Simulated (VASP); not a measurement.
Write the native input for VASP 6.6.1 that does the following.

- Task: single point
- Functional: PBEsol
- Potentials or basis: VASP PAW PBE potentials, release 64 (Ga_d)
- Cutoff: 520 eV
- k mesh: 14 × 14 × 11
- Occupations: fermi-dirac, width 0.03 eV
- Spin: no spin polarisation
- Dipole correction: no
- Further INCAR settings: ALGO = Normal; EDIFF = 1e-07; NBANDS = 20

The structure of Ga lies in POSCAR:

```
Ga
1.0
    1.4106600000     -4.1070300000      0.0000000000
    1.4106600000      4.1070300000      0.0000000000
   -0.1197990000      0.0000000000      3.3299300000
Ga
2
Direct
    0.8690000000      0.1310000000      0.2500000000
    0.1310000000      0.8690000000      0.7500000000
```

This cell differs from its parent crystal: equal xx and yy strain of +2 %.

The input as run:

INCAR

```
ALGO     = Normal         # electronic algorithm
EDIFF    = 1E-7           # SCF threshold, eV
ENCUT    = 520            # plane-wave cutoff, eV
GGA      = PS             # functional
ISIF     = 2              # what is computed and relaxed
ISMEAR   = -1             # smearing method
LASPH    = True           # aspherical terms in the spheres
LCHARG   = False          # write CHGCAR
LREAL    = False          # projectors in reciprocal space
LWAVE    = False          # write WAVECAR
NBANDS   = 20             # bands
NELM     = 80             # most SCF steps
PREC     = Accurate       # precision mode
SIGMA    = 0.03           # smearing width, eV
```

KPOINTS

```
k-points
0
Gamma
  14 14 11
```

Potentials or basis: VASP PAW PBE potentials, release 64 (Ga_d).

Run with:

```sh
$ cat potpaw_PBE.64/Ga_d/POTCAR > POTCAR
$ mpirun -np 1 vasp_std > vasp.out
```

It gave:

```yaml
Pressure: -3.6 GPa
Largest_force: 0.175 eV/Å
Band_gap_on_the_k_mesh: zero (band 13 reaches 9.32 eV, above the bottom of band 14 at 1.34 eV)
```

Caveat: the cell differs from its parent crystal (equal xx and yy strain of +2 %); the PAW data sets were made with another functional, which shifts forces and pressure a little.

Wall time 11 min on 1 thread of Oxide Virtual Turin-like Processor, on a shared host, peak memory 0.43 GiB.
